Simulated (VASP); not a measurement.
A run of VASP 6.6.1 is set up as follows.

INCAR

```
ALGO = Normal
EDIFF = 1E-6
EDIFFG = -0.003
ENCUT = 520
GGA = PE
IBRION = 2
ISIF = 2
ISMEAR = 0
KPAR = 2
LASPH = T
LCHARG = F
LREAL = F
LWAVE = F
NELM = 80
NSW = 80
PREC = Accurate
SIGMA = 0.01
```

File KPOINTS:

```
k-points
0
Gamma
  12 12 3
```

POSCAR

```
WS2
1.0
    3.1532000000      0.0000000000      0.0000000000
   -1.5766000000      2.7307513032      0.0000000000
    0.0000000000      0.0000000000     12.3230000000
W S
2 4
Direct
    0.3333333333      0.6666666667      0.2500000000
    0.6666666667      0.3333333333      0.7500000000
    0.3333333333      0.6666666667      0.6225000000
    0.6666666667      0.3333333333      0.1225000000
    0.3333333333      0.6666666667      0.8775000000
    0.6666666667      0.3333333333      0.3775000000
```

Potentials or basis: VASP PAW PBE potentials, release 64 (W_sv, S).

Command:

```console
$ cat potpaw_PBE.64/W_sv/POTCAR potpaw_PBE.64/S/POTCAR > POTCAR
$ mpirun -np 2 vasp_std > vasp.out
```

What does it give for the energy gained by relaxing?

0.2 meV/atom.

Predict the band gap on the k mesh.

0.99 eV (least direct gap 1.85 eV).

Step by step:
| step | energy change (eV) | largest force (eV/Å) | pressure (GPa) |
| --- | --- | --- | --- |
| 1 | 0.0000 | 0.1152 | 4.33 |
| 2 | -0.0013 | 0.0004 | 3.74 |

Caveat: spin-orbit coupling is left out, which moves the levels of the heavy elements; this functional lacks dispersion, which binds layers or chains, so the pressure and a relaxed spacing across them are unreliable. Expect the measured gap to be larger: semilocal functionals such as PBE lack the derivative discontinuity.
